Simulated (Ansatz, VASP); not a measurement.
**HfC: VASP beside Ansatz**

Contents of INCAR:

```
PREC = Accurate
ENCUT = 520
EDIFF = 1E-6
ISMEAR = -1
SIGMA = 0.05
LREAL = F
LASPH = T
NELM = 60
ALGO = Normal
ISIF = 2
LWAVE = F
LCHARG = T
GGA = PE
LELF = T
LVHAR = T
NBANDS = 14
```

The input KPOINTS:

```
regular mesh
0
Gamma
  15 15 15
```

Contents of POSCAR:

```
HfC
1.0
    0.0000000000      2.3250000000      2.2785000000
    2.3250000000      0.0000000000      2.2785000000
    2.3250000000      2.3250000000      0.0000000000
Hf C
1 1
Direct
    0.5000000000      0.5000000000      0.5000000000
    0.0000000000      0.0000000000      0.0000000000
```

Input for Ansatz:

```yaml
crystal:
  lattice:
    - [0.0, 2.325, 2.2785]
    - [2.325, 0.0, 2.2785]
    - [2.325, 2.325, 0.0]
  atoms:
    - { symbol: Hf, position: [0.5, 0.5, 0.5] }
    - { symbol: C, position: [0.0, 0.0, 0.0] }
kpoints:
  mp_grid: { grid: [15, 15, 15] }
  band_path:
    path:
      - [0.0, 0.0, 0.0]
      - [0.0, 0.5, 0.5]
      - [0.25, 0.75, 0.5]
      - [0.0, 0.5, 0.0]
      - [0.0, 0.0, 0.0]
      - [0.5, 0.5, 0.0]
      - [0.3801541025, 0.6198458975, 0.0]
      - [-0.3801541025, 0.3801541025, 0.0]
      - [0.0, 0.0, 0.0]
    npoints: 5
scf:
  occupations: { method: fermi_dirac, width: 0.05 }
hamiltonian:
  xc: pbe
  pseudopotentials: { kind: all_electron, lapw: { basis_error: 0.001 } }
output:
  forces: true
  stress: true
  eigenvalues: true
```

Change from the starting cell: zz strain of -2 %.

Alike in both runs: task single point; functional PBE; k mesh 15 × 15 × 15; occupations fermi-dirac, width 0.05 eV; no spin polarisation.

|  | VASP | Ansatz |
| --- | --- | --- |
| version | VASP 6.6.1 | Ansatz 0.2.0 |
| potentials or method | VASP PAW PBE potentials, release 64 (Hf_pv, C), cutoff 520 eV | all-electron LAPW, scalar-relativistic |

VASP gave:

- pressure (GPa): 4.7
- traceless stress, the component that is largest in VASP (GPa): 5.97

Q: Estimate Ansatz's values.

A: Pressure (GPa): 5.4; traceless stress, the component that is largest in VASP (GPa): 5.88.

Ansatz ran all-electron here, and VASP with PAW potentials.

Spin-orbit coupling is off throughout.
